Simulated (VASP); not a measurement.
C20Cl: single point with PBE

The system is C20Cl, a slab with vacuum.

```xyz
21
Lattice="8.5437 0.0000 0.0000 -2.1359 8.6111 0.0000 0.0000 0.0000 20.2788" Properties=species:S:1:pos:R:3 pbc="T T T"
C    -1.4239    8.4345    4.0000
C     2.8479    8.4345    4.0000
C     1.4239    8.4345    4.0000
C     5.6958    8.4345    4.0000
C     0.7120    8.2579    5.2205
C     4.9838    8.2579    5.2205
C    -0.7120    8.2579    5.2205
C     3.5599    8.2579    5.2205
C    -1.4327    8.0805    6.4391
C     2.8391    8.0805    6.4391
C     1.4327    8.0805    6.4391
C     5.7046    8.0805    6.4391
C     0.6980    7.9021    7.6634
C     4.9698    7.9021    7.6634
C    -0.6980    7.9021    7.6634
C     3.5739    7.9021    7.6634
C    -1.5150    7.7396    8.7788
C     2.7568    7.7396    8.7788
C     1.5150    7.7396    8.7788
C     5.7869    7.7396    8.7788
Cl    0.6209   12.0451    7.3188
```

| Item | Value |
| --- | --- |
| Program | VASP 6.6.1 |
| Task | single point |
| Functional | PBE |
| Potentials or basis | VASP PAW PBE potentials, release 64 (C, Cl) |
| Cutoff | 520 eV |
| k mesh | 4 × 3 × 1 |
| Occupations | gaussian, width 0.1 eV |
| Spin | no spin polarisation |
| Dipole correction | yes |
| Further INCAR settings | LREAL = Auto; ALGO = Normal; EDIFF = 1e-06; NBANDS = 60 |

The largest force is 7.100 eV/Å. The band gap on the k mesh is zero (an odd number of electrons rules out a gap without spin polarisation).

Forces on the atoms (eV/Å):
```
C   -6.972 -0.173  1.182
C   -6.994 -0.164  1.167
C    6.997 -0.175  1.189
C    6.971 -0.166  1.172
C   -0.421  0.169 -1.127
C   -0.431  0.163 -1.158
C    0.451  0.174 -1.157
C    0.419  0.163 -1.144
C   -0.075  0.009  0.003
C   -0.100  0.003 -0.001
C    0.085  0.001 -0.005
C    0.093  0.001 -0.001
C    0.053  0.009  0.024
C    0.008 -0.010  0.028
C   -0.010  0.011  0.026
C   -0.063 -0.012  0.033
C   -0.090  0.007 -0.058
C   -0.098  0.006 -0.053
C    0.093  0.003 -0.066
C    0.085  0.006 -0.038
Cl   0.000 -0.024 -0.014
```

Levels at points of the mesh, in eV from the Fermi level:
| k point | band 40 | band 41 | band 42 | band 43 | band 44 | band 45 | band 46 | band 47 | band 48 | band 49 |
| --- | --- | --- | --- | --- | --- | --- | --- | --- | --- | --- |
| (0.00, 0.00, 0.00) | -0.71 | -0.10 | -0.09 | -0.09 | -0.05 | 0.76 | 1.23 | 1.28 | 1.29 | 2.19 |
| (0.50, 0.00, 0.00) | -0.99 | -0.98 | -0.10 | -0.09 | -0.09 | 0.70 | 0.71 | 1.83 | 1.87 | 3.03 |

Run time: 26 min on 1 thread of Intel(R) Xeon(R) 6975P-C (Granite Rapids), on a shared host, peak memory 1.3 GiB.

Caveat: an odd number of electrons without spin polarisation forces a metal; a magnetic or distorted state may lie lower.
